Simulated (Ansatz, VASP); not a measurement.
Sr2FeCl in VASP and in Ansatz

```xyz
4
Lattice="1.9568 3.3892 0.0000 -1.9568 3.3892 0.0000 0.0000 -2.2595 7.0106" Properties=species:S:1:pos:R:3 pbc="T T T"
Fe    0.0000    2.2595    3.5053
Cl    0.0000    0.0000    0.0000
Sr    0.0000    0.0000    4.8541
Sr    0.0000    4.5190    2.1565
```

Alike in both runs: task relaxation of cell and atoms; functional PBE; k mesh 5 × 5 × 5; no spin polarisation.

```csv
,VASP,Ansatz
version,VASP 6.6.1,Ansatz 0.2.0
potentials or method,"VASP PAW PBE potentials, release 64 (Fe, Cl, Sr_sv), cutoff 600 eV",PAW plane waves
occupations,"fermi-dirac, width 0.1 eV",fermi-dirac
valence electrons in the cell,35,43
```

Ansatz gave:

- gap on the k mesh at the Fermi level, each at its own relaxed structure (eV): none
- relaxed volume (Å³/atom): 28.56
- relaxed cell length with the largest relative difference (Å): 4.004

Task: What did VASP give for the same quantities?

Result: gap on the k mesh at the Fermi level, each at its own relaxed structure (eV): none; relaxed volume (Å³/atom): 28.66; relaxed cell length with the largest relative difference (Å): 4.011.

A gap of «none» marks a metal or a gap that the smearing closes. VASP's potentials hold 35 valence electrons a cell and Ansatz's 43, so a difference there can come from the potentials and not from the codes. Ansatz's warnings: structure snapped to symmetry.

The k mesh is coarse, so the values compare programs but aren't converged. Noted on VASP's run: the volume moved by over 15 % at a fixed basis, so the end points are rough.
